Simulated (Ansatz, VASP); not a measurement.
# KTaO3 in VASP and in Ansatz

Contents of POSCAR:

```
KTaO3
1.0
    4.2874225000      0.0000000000      0.0000000000
    0.0000000000      3.9883000000      0.0000000000
    0.0000000000      0.0000000000      3.9883000000
K Ta O
1 1 3
Direct
    0.5000000000      0.5000000000      0.5000000000
    0.0000000000      0.0000000000      0.0000000000
    0.5000000000      0.0000000000      0.0000000000
    0.0000000000      0.5000000000      0.0000000000
    0.0000000000      0.0000000000      0.5000000000
```

Contents of INCAR.step1:

```
SYSTEM = KTaO3
ALGO = Normal
EDIFF = 1E-4
ENCUT = 520
GGA = PE
ISMEAR = 0
LASPH = .TRUE.
LCHARG = .FALSE.
LREAL = .FALSE.
LWAVE = .TRUE.
NBANDS = 27
NELM = 80
PREC = Accurate
SIGMA = 0.05
```

File INCAR.step2:

```
SYSTEM = KTaO3
ALGO = Normal
EDIFF = 1E-6
ENCUT = 520
ISIF = 2
ISMEAR = 0
ISTART = 1
LASPH = .TRUE.
LCHARG = .TRUE.
LELF = .TRUE.
LMIXTAU = .TRUE.
LREAL = .FALSE.
LVHAR = .TRUE.
LWAVE = .FALSE.
METAGGA = R2SCAN
NBANDS = 27
NELM = 80
PREC = Accurate
SIGMA = 0.05
```

File KPOINTS:

```
k-points
0
G
  6 6 6
  0 0 0
```

Input for Ansatz:

```yaml
crystal:
  lattice:
    - [4.2874225, 0.0, 0.0]
    - [0.0, 3.9883, 0.0]
    - [0.0, 0.0, 3.9883]
  atoms:
    - { symbol: K, position: [0.5, 0.5, 0.5] }
    - { symbol: Ta, position: [0.0, 0.0, 0.0] }
    - { symbol: O, position: [0.5, 0.0, 0.0] }
    - { symbol: O, position: [0.0, 0.5, 0.0] }
    - { symbol: O, position: [0.0, 0.0, 0.5] }
basis:
  ecutwfc: 500
kpoints:
  mp_grid: { grid: [6, 6, 6] }
hamiltonian:
  xc: r2scan
scf:
  occupations: { method: gaussian, width: 0.05 }
output:
  forces: true
  stress: true
  eigenvalues: true
```

Change from the starting cell: strain +0.0750 x Voigt [1, 0, 0, 0, 0, 0], atoms carried along.

Alike in both runs: task single point; functional r2SCAN; k mesh 6 × 6 × 6; occupations gaussian, width 0.05 eV; no spin polarisation.

|  | VASP | Ansatz |
| --- | --- | --- |
| version | VASP 6.6.1 | Ansatz 0.2.0 |
| potentials or method | VASP PAW PBE potentials, release 64 (K_sv, Ta_pv, O), cutoff 520 eV | scalar-relativistic, plane waves, PAW |
| valence electrons in the cell | 38 | 40 |

|  | VASP | Ansatz | Ansatz less VASP |
| --- | --- | --- | --- |
| gap on the k mesh at the Fermi level (eV) | 2.30 | 2.32 | +0.024 |
| least direct gap on the mesh (eV) | 2.83 | 2.85 | +0.018 |
| pressure (GPa) | -10.4 | -11.0 | -0.69 |
| traceless stress, the component that is largest in VASP (GPa) | -12.45 | -12.29 | +0.157 |

VASP's potentials were made for PBE, not for r2SCAN. VASP's potentials hold 38 valence electrons a cell and Ansatz's 40, so a difference there can come from the potentials and not from the codes.

Neither program's run includes spin-orbit coupling.
